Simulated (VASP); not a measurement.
# ZnS (R3m) in VASP: further runs

The runs below take ZnS through single point, with LDA.

All numbers are computed with VASP 6.6.1; they aren't measurements. Logs are shortened: lines on timing, memory, paths and dates and some standing lists are left out, and cuts for length are marked.

## 1. The cell of the first run

It takes space group R3m (No. 160, trigonal). The conventional cell has a = 3.599 Å, b = 3.599 Å, c = 10.580 Å, α = 90.00°, β = 90.00°, γ = 120.00°. Within 3.0 Å of Zn (site symmetry 3m) lie 4 S at 2.26 to 2.65 Å. Within 3.0 Å of S (site symmetry 3m) lie 4 Zn at 2.26 to 2.65 Å.

## 2. Single point, LDA

The input, INCAR:

```
ALGO = Normal
EDIFF = 1E-7
ENCUT = 520
GGA = CA
ISIF = 2
ISMEAR = 0
LASPH = T
LCHARG = F
LREAL = F
LWAVE = F
NBANDS = 16
NELM = 80
PREC = Accurate
SIGMA = 0.05
```

The input, KPOINTS:

```
k-points
0
Gamma
  10 10 10
```

The input, POSCAR:

```
ZnS
1.0
    0.3393564127      2.8845295082      2.8845295082
    2.8845295082      0.3393564127      2.8845295082
    2.8845295082      2.8845295082      0.3393564127
Zn S
1 1
Direct
    0.0000000000      0.0000000000      0.0000000000
    0.7500000000      0.7500000000      0.7500000000
```

Potentials or basis: VASP PAW LDA potentials, release 64 (Zn, S).

The run is started by

```console
cat potpaw_LDA.64/Zn/POTCAR potpaw_LDA.64/S/POTCAR > POTCAR
mpirun -np 1 vasp_std > vasp.out
```

OUTCAR:

```text
EDIFF = 1E-7
   ENCUT = 520
   GGA = CA
   ISIF = 2
   ISMEAR = 0
   LASPH = T
   LREAL = F
   NELM = 80
   PREC = Accurate

 ion  position               nearest neighbor table
   1  0.000  0.000  0.000-   2 2.26   2 2.26   2 2.26   2 2.65
   2  0.750  0.750  0.750-   1 2.26   1 2.26   1 2.26   1 2.65

  LATTYP: Found a trigonal (rhomboedric) cell.
 ALAT       =     4.0934317806
 COS(alpha) =     0.6134020618

  Lattice vectors:

 A1 = (   0.3393564127,   2.8845295082,   2.8845295082)
 A2 = (   2.8845295082,   0.3393564127,   2.8845295082)
 A3 = (   2.8845295082,   2.8845295082,   0.3393564127)

Analysis of symmetry for initial positions (statically):
=====================================================================
 Subroutine PRICEL returns:
 Original cell was already a primitive cell.

 Routine SETGRP: Setting up the symmetry group for a
 trigonal (rhombohedral) supercell.

 Subroutine GETGRP returns: Found  6 space group operations
 (whereof  6 operations were pure point group operations)
 out of a pool of 12 trial point group operations.

The static configuration has the point symmetry C_3v.

Analysis of symmetry for dynamics (positions and initial velocities):
=====================================================================
 Subroutine PRICEL returns:
 Original cell was already a primitive cell.

 Routine SETGRP: Setting up the symmetry group for a
 trigonal (rhombohedral) supercell.

 Subroutine GETGRP returns: Found  6 space group operations
 (whereof  6 operations were pure point group operations)
 out of a pool of 12 trial point group operations.

The dynamic configuration has the point symmetry C_3v.

 Subroutine INISYM returns: Found  6 space group operations
 (whereof  6 operations are pure point group operations),
 and found     1 'primitive' translations

----------------------------------------------------------------------------------------

                                     Primitive cell

  volume of cell :      39.5697

  direct lattice vectors                    reciprocal lattice vectors
     0.339356413  2.884529508  2.884529508    -0.207364198  0.185536388  0.185536388
     2.884529508  0.339356413  2.884529508     0.185536388 -0.207364198  0.185536388
     2.884529508  2.884529508  0.339356413     0.185536388  0.185536388 -0.207364198

  length of vectors
     4.093431781  4.093431781  4.093431781     0.334435962  0.334435962  0.334435962

  position of ions in fractional coordinates (direct lattice)
     0.000000000  0.000000000  0.000000000
     0.750000000  0.750000000  0.750000000

  ion indices of the primitive-cell ions
   primitive index   ion index
                 1           1
                 2           2

----------------------------------------------------------------------------------------

 KPOINTS: k-points

Automatic generation of k-mesh.
 Grid dimensions read from file:
 generate k-points for:   10   10   10

 Generating k-lattice:

  Cartesian coordinates                     Fractional coordinates (reciprocal lattice)
    -0.020736420  0.018553639  0.018553639     0.100000000 -0.000000000 -0.000000000
     0.018553639 -0.020736420  0.018553639    -0.000000000  0.100000000 -0.000000000
     0.018553639  0.018553639 -0.020736420    -0.000000000 -0.000000000  0.100000000

  Length of vectors
     0.033443596  0.033443596  0.033443596

  Shift w.r.t. Gamma in fractional coordinates (k-lattice)
     0.000000000  0.000000000  0.000000000

 Subroutine IBZKPT returns following result:
 ===========================================

 Found    116 irreducible k-points:

 Following reciprocal coordinates:
            Coordinates               Weight
  0.000000  0.000000  0.000000      1.000000
  0.100000 -0.000000 -0.000000      6.000000
  0.200000 -0.000000 -0.000000      6.000000
  0.300000 -0.000000 -0.000000      6.000000
  0.400000 -0.000000 -0.000000      6.000000
  0.500000  0.000000 -0.000000      3.000000
[... 16 lines left out ...]
  0.300000  0.300000  0.000000      6.000000
  0.400000  0.300000  0.000000     12.000000
 [... further k-points ...]
   k-points           NKPTS =    116   k-points in BZ     NKDIM =    116   number of bands    NBANDS=     16
   number of dos      NEDOS =    301   number of ions     NIONS =      2
   total plane-waves  NPLWV =  27000
   dimension x,y,z NGX =    30 NGY =   30 NGZ =   30
   dimension x,y,z NGXF=    60 NGYF=   60 NGZF=   60
   ions per type =               1   1
   NGX,Y,Z   is equivalent  to a cutoff of  12.18, 12.18, 12.18 a.u.
   NGXF,Y,Z  is equivalent  to a cutoff of  24.37, 24.37, 24.37 a.u.
 SYSTEM =  unknown system
   PREC   = accura    normal or accurate (medium, high low for compatibility)
   ISTART =      0    job   : 0-new  1-cont  2-samecut
   ICHARG =      2    charge: 1-file 2-atom 10-const
   ISPIN  =      1    spin polarized calculation?
   LNONCOLLINEAR =      F non collinear calculations
   LSORBIT =      F    spin-orbit coupling
[... 113 lines left out ...]
      6      -4.1142      2.00000
[... 8 lines left out ...]
     15      14.1279      0.00000
     16      15.5158      0.00000

 k-point     6 :       0.5000    0.0000   -0.0000
  band No.  band energies     occupation
      1     -10.1505      2.00000
      2      -4.5454      2.00000
      3      -4.5333      2.00000
      4      -4.1969      2.00000
      5      -4.0999      2.00000
      6      -3.9080      2.00000
[... 8 lines left out ...]
     15      13.7858      0.00000
     16      16.7766      0.00000

 k-point     7 :       0.1000    0.1000   -0.0000
  band No.  band energies     occupation
      1     -11.1635      2.00000
      2      -4.6974      2.00000
      3      -4.6654      2.00000
      4      -4.5729      2.00000
      5      -4.1792      2.00000
      6      -4.1618      2.00000
[... 8 lines left out ...]
     15      13.9966      0.00000
     16      14.7032      0.00000

 k-point     8 :       0.2000    0.1000   -0.0000
  band No.  band energies     occupation
      1     -10.9806      2.00000
      2      -4.6998      2.00000
      3      -4.6348      2.00000
      4      -4.5303      2.00000
      5      -4.1895      2.00000
      6      -4.1569      2.00000
[... 8 lines left out ...]
     15      13.5301      0.00000
     16      15.5520      0.00000

 k-point     9 :       0.3000    0.1000    0.0000
  band No.  band energies     occupation
      1     -10.6767      2.00000
      2      -4.6571      2.00000
      3      -4.5958      2.00000
      4      -4.4719      2.00000
      5      -4.1900      2.00000
      6      -4.1436      2.00000
[... 8 lines left out ...]
     15      13.7701      0.00000
     16      14.9304      0.00000
[... 172 lines left out ...]
 k-point    19 :       0.5000    0.2000   -0.0000
  band No.  band energies     occupation
      1     -10.0988      2.00000
      2      -4.5829      2.00000
      3      -4.4126      2.00000
      4      -4.2921      2.00000
      5      -4.1502      2.00000
      6      -3.9868      2.00000
[... 8 lines left out ...]
     15      13.6867      0.00000
     16      16.5370      0.00000

 k-point    20 :      -0.4000    0.2000    0.0000
  band No.  band energies     occupation
      1     -10.0321      2.00000
      2      -4.5748      2.00000
      3      -4.4099      2.00000
      4      -4.2131      2.00000
      5      -4.1609      2.00000
      6      -3.8693      2.00000
[... 8 lines left out ...]
     15      14.7553      0.00000
     16      16.0360      0.00000

 k-point    21 :      -0.3000    0.2000   -0.0000
  band No.  band energies     occupation
      1     -10.1745      2.00000
      2      -4.5730      2.00000
      3      -4.4416      2.00000
      4      -4.3570      2.00000
      5      -4.1882      2.00000
      6      -4.0444      2.00000
[... 8 lines left out ...]
     15      15.8298      0.00000
     16      17.0681      0.00000

 k-point    22 :      -0.2000    0.2000    0.0000
  band No.  band energies     occupation
      1     -10.4506      2.00000
      2      -4.6070      2.00000
      3      -4.5706      2.00000
      4      -4.4354      2.00000
      5      -4.2087      2.00000
      6      -4.1027      2.00000
[... 8 lines left out ...]
     15      15.4978      0.00000
     16      16.9767      0.00000

 k-point    23 :       0.3000    0.3000    0.0000
  band No.  band energies     occupation
      1     -10.4736      2.00000
      2      -4.7315      2.00000
      3      -4.5253      2.00000
      4      -4.3716      2.00000
      5      -4.1957      2.00000
      6      -4.1205      2.00000
[... 8 lines left out ...]
     15      14.8582      0.00000
     16      17.0229      0.00000

 k-point    24 :       0.4000    0.3000    0.0000
  band No.  band energies     occupation
      1     -10.2481      2.00000
      2      -4.6895      2.00000
      3      -4.4853      2.00000
      4      -4.3212      2.00000
      5      -4.1485      2.00000
      6      -4.0996      2.00000
[... 8 lines left out ...]
     15      15.0903      0.00000
     16      17.0353      0.00000

 [... further k-points ...]

------------------------ aborting loop because EDIFF is reached ----------------------------------------

  FORCE on cell =-STRESS in cart. coord.  units (eV):
  Direction    XX          YY          ZZ          XY          YZ          ZX
  --------------------------------------------------------------------------------------
  -------------------------------------------------------------------------------------
  Total       -0.2614842     -0.2614842     -0.2614842     -1.5326764     -1.5326764     -1.5326764
  in kB      -10.5874838    -10.5874838    -10.5874838    -62.0580093    -62.0580093    -62.0580093
  external PRESSURE =     -10.5874838 kB  Pullay stress =       0.0000000 kB

 VOLUME and BASIS-vectors are now :
 -----------------------------------------------------------------------------
  energy-cutoff  :      520.00
  volume of cell :       39.57
      direct lattice vectors                 reciprocal lattice vectors
     0.339356413  2.884529508  2.884529508    -0.207364198  0.185536388  0.185536388
     2.884529508  0.339356413  2.884529508     0.185536388 -0.207364198  0.185536388
     2.884529508  2.884529508  0.339356413     0.185536388  0.185536388 -0.207364198

 POSITION                                       TOTAL-FORCE (eV/Angst)
 -----------------------------------------------------------------------------------
      0.00000      0.00000      0.00000        -0.178465     -0.178465     -0.178465
      4.58131      4.58131      4.58131         0.178465      0.178465      0.178465
 -----------------------------------------------------------------------------------
    total drift:                                0.000034      0.000034      0.000033

  FREE ENERGIE OF THE ION-ELECTRON SYSTEM (eV)
  ---------------------------------------------------
  free  energy   TOTEN  =        -7.8719964389 eV

  energy  without entropy=       -7.8719964389  energy(sigma->0) =       -7.87199644
```

It took 77 s on 1 thread of Intel Xeon Platinum 8259CL at 2.50GHz (Skylake/Cascade Lake), shared host; peak memory 0.2 GiB.

Results:

* Free energy: -7.8720 eV
* Pressure: -1.1 GPa
* Largest force: 0.309 eV/Å
* Band gap on the k mesh: 1.09 eV

Forces on the atoms (eV/Å):
```
Zn  -0.178 -0.178 -0.178
S    0.178  0.178  0.178
```

Stress tensor (GPa, compression positive):
```
-1.06 -6.21 -6.21
-6.21 -1.06 -6.21
-6.21 -6.21 -1.06
```

Levels at points of the mesh, in eV from the valence-band top:
| k point | band 6 | band 7 | band 8 | band 9 | band 10 | band 11 | band 12 | band 13 |
| --- | --- | --- | --- | --- | --- | --- | --- | --- |
| (0.00, 0.00, 0.00) | -6.40 | -1.07 | 0.00 | 0.00 | 1.09 | 5.21 | 6.86 | 6.86 |
| (0.50, 0.00, 0.00) | -6.14 | -5.65 | -1.51 | -1.21 | 2.36 | 5.68 | 7.16 | 8.19 |
| (0.50, 0.50, 0.00) | -6.18 | -5.04 | -2.91 | -1.95 | 2.48 | 4.11 | 9.00 | 11.14 |
| (0.50, 0.50, 0.50) | -6.39 | -5.47 | -0.45 | -0.45 | 3.99 | 7.28 | 7.29 | 7.29 |

## 3. Single point, LDA

This run uses another cell than the first one, of the same volume but with other edges.

The input, INCAR:

```
SYSTEM = ZnS
PREC = Accurate ; ENCUT = 520
EDIFF = 1E-6 ; ISMEAR = 0
SIGMA = 0.05 ; LREAL = .False.
LASPH = .True. ; NELM = 100
ALGO = Normal ; ISIF = 2
LWAVE = .False. ; LCHARG = .True.
LELF = .True. ; LVHAR = .True.
NBANDS = 16
```

The input, KPOINTS:

```
Automatic mesh
0
Gamma
  10 10 10
  0 0 0
```

The input, POSCAR:

```
ZnS
1.0
    1.0575515504      3.3237334441      3.3237334441
    3.3237334441      1.0575515504      3.3237334441
    3.3237334441      3.3237334441      1.0575515504
Zn S
1 1
Direct
    0.0000000000      0.0000000000      0.0000000000
    0.7500000000      0.7500000000      0.7500000000
```

Potentials or basis: VASP PAW LDA potentials, release 64 (Zn, S).

The run is started by

```console
cat potpaw_LDA.64/Zn/POTCAR potpaw_LDA.64/S/POTCAR > POTCAR
mpirun -np 1 vasp_std > vasp.out
```

It took 1.8 min on 1 thread of Intel Xeon Platinum 8259CL at 2.50GHz (Skylake/Cascade Lake), shared host; peak memory 0.21 GiB.

The run converged. Its results:

- Free energy: -6.2822 eV
- Pressure: 13.5 GPa
- Largest force: 0.666 eV/Å
- Band gap on the k mesh: zero (bands 9 and 10 overlap by 0.71 eV)

Forces in eV/Å, atoms in the order of the input:
```
Zn  -0.384 -0.384 -0.384
S    0.384  0.384  0.384
```

Stress tensor (GPa, compression positive):
```
13.51 -9.70 -9.70
-9.70 13.51 -9.70
-9.70 -9.70 13.51
```

Levels at points of the mesh, in eV from the Fermi level:
```tsv
k point	band 7	band 8	band 9	band 10	band 11	band 12
(0.00, 0.00, 0.00)	-4.16	-1.47	0.33	0.33	6.33	8.18
(0.50, 0.00, 0.00)	-6.37	-2.87	-1.39	0.95	4.57	6.13
(0.50, 0.50, 0.00)	-6.18	-3.49	-1.54	0.97	4.52	5.61
(0.50, 0.50, 0.50)	-6.13	0.25	0.25	2.68	6.16	8.29
```

Caveat: the cell stands under pressure; semilocal functionals underestimate gaps, so a narrow gap can read as zero.

## 4. Single point, LDA

This run uses another cell than the first one, of the same volume but with other edges.

The input, INCAR:

```
SYSTEM = ZnS
  PREC = Accurate
  ENCUT = 520
  EDIFF = 1E-6
  ISMEAR = 0
  SIGMA = 0.05
  LREAL = .False.
  LASPH = .True.
  NELM = 100
  ALGO = Normal
  ISIF = 2
  LWAVE = .False.
  LCHARG = .False.
  GGA = CA
  NBANDS = 16
```

KPOINTS is that of step 3.

The input, POSCAR:

```
ZnS
1.0
   -0.1293074470      2.6415664171      2.6415664171
    2.6415664171     -0.1293074470      2.6415664171
    2.6415664171      2.6415664171     -0.1293074470
Zn S
1 1
Direct
    0.0000000000      0.0000000000      0.0000000000
    0.7500000000      0.7500000000      0.7500000000
```

The run is started by

```console
cat potpaw_LDA.64/Zn/POTCAR potpaw_LDA.64/S/POTCAR > POTCAR
mpirun -np 1 vasp_std > vasp.out
```

Run time: 58 s. Hardware: 1 thread of Intel Xeon Platinum 8259CL at 2.50GHz (Skylake/Cascade Lake), shared host; peak memory 0.19 GiB.

It converged, with:

```yaml
Free_energy: -8.1138 eV
Pressure: -3.9 GPa
Largest_force: 0.532 eV/Å
Band_gap_on_the_k_mesh: 1.70 eV
```

Forces on the atoms (eV/Å):
```
Zn   0.307  0.307  0.307
S   -0.307 -0.307 -0.307
```

Stress tensor (GPa, compression positive):
```
-3.88  3.47  3.47
 3.47 -3.88  3.47
 3.47  3.47 -3.88
```

Levels at points of the mesh, in eV from the valence-band top:
```csv
k point,band 6,band 7,band 8,band 9,band 10,band 11,band 12,band 13
"(0.00, 0.00, 0.00)",-6.14,-0.18,-0.18,0.00,1.70,5.81,5.81,6.96
"(0.50, 0.00, 0.00)",-5.95,-5.44,-0.90,-0.87,3.12,6.46,7.17,8.41
"(0.50, 0.50, 0.00)",-5.92,-4.77,-2.58,-2.09,2.97,3.93,10.28,11.50
"(0.50, 0.50, 0.50)",-5.91,-5.47,-1.27,-1.27,2.57,6.35,6.35,8.64
```

Caveat: the cell stands under tension.

## 5. Single point, LDA

This run uses another cell than the first one, of the same volume but with other edges.

The input, INCAR:

```
PREC     = Accurate       # precision mode
ENCUT    = 520            # plane-wave cutoff, eV
EDIFF    = 1E-7           # SCF threshold, eV
ISMEAR   = 0              # smearing method
SIGMA    = 0.05           # smearing width, eV
LREAL    = F              # projectors in reciprocal space
LASPH    = T              # aspherical terms in the spheres
NELM     = 60             # most SCF steps
ALGO     = Normal         # electronic algorithm
ISIF     = 2              # what is computed and relaxed
LWAVE    = F              # write WAVECAR
LCHARG   = T              # write CHGCAR
GGA      = CA             # functional
LELF     = T              # ELF
LVHAR    = T            
NBANDS   = 16             # bands
```

The input, KPOINTS:

```
regular mesh
0
Gamma
  10 10 10
```

The input, POSCAR:

```
ZnS
1.0
    0.1405945702      2.7767427621      2.7767427621
    2.7767427621      0.1405945702      2.7767427621
    2.7767427621      2.7767427621      0.1405945702
Zn S
1 1
Direct
    0.0000000000      0.0000000000      0.0000000000
    0.7500000000      0.7500000000      0.7500000000
```

The run is started by

```console
cat potpaw_LDA.64/Zn/POTCAR potpaw_LDA.64/S/POTCAR > POTCAR
mpirun -np 1 vasp_std > vasp.out
```

It took 84 s on 1 thread of Intel Xeon Platinum 8259CL at 2.50GHz (Skylake/Cascade Lake), shared host; peak memory 0.2 GiB.

The run converged. Its results:

* Free energy: -8.1151 eV
* Pressure: -3.9 GPa
* Largest force: 0.260 eV/Å
* Band gap on the k mesh: 1.69 eV

Forces in eV/Å, atoms in the order of the input:
```
Zn  -0.150 -0.150 -0.150
S    0.150  0.150  0.150
```

Stress tensor (GPa, compression positive):
```
-3.86 -2.99 -2.99
-2.99 -3.86 -2.99
-2.99 -2.99 -3.86
```

Levels at points of the mesh, in eV from the valence-band top:
```
           k point  band 5  band 6  band 7  band 8  band 9  band 10  band 11  band 12  band 13  band 14
(0.00, 0.00, 0.00)   -6.13   -6.13   -0.35    0.00    0.00     1.69     5.60     6.52     6.52    11.43
(0.50, 0.00, 0.00)   -6.09   -5.90   -5.47   -1.11   -1.02     2.83     6.27     6.95     8.54    11.65
(0.50, 0.50, 0.00)   -6.06   -5.91   -4.77   -2.55   -2.09     2.98     3.93    10.19    11.63    11.93
(0.50, 0.50, 0.50)   -6.11   -6.02   -5.38   -0.68   -0.68     3.49     7.03     7.03     8.17    11.98
```

Caveat: the cell stands under tension.

## 6. Summary

```csv
cell,gap on the mesh (eV),pressure (GPa),largest force (eV/Å)
"a = 4.093 Å, angles 52.2°, 2 atoms",1.09,-1.1,0.31
"a = 4.818 Å, angles 38.9°, 2 atoms",none,13.5,0.67
"a = 3.738 Å, angles 63.2°, 2 atoms",1.70,-3.9,0.53
"a = 3.929 Å, angles 56.6°, 2 atoms",1.69,-3.9,0.26
```

Alike in all rows: task single point; level LDA; potentials or basis VASP PAW LDA potentials, release 64 (Zn, S); no spin polarisation; k mesh 10 × 10 × 10; cutoff (eV) 520; smearing gaussian 0.05 eV.

Caveats: the cell stands under tension (at least some runs); the cell stands under pressure (at least some runs); semilocal functionals underestimate gaps, so a narrow gap can read as zero (at least some runs).

Total energies depend on the potentials used, so only differences within one code and one set of settings carry meaning.
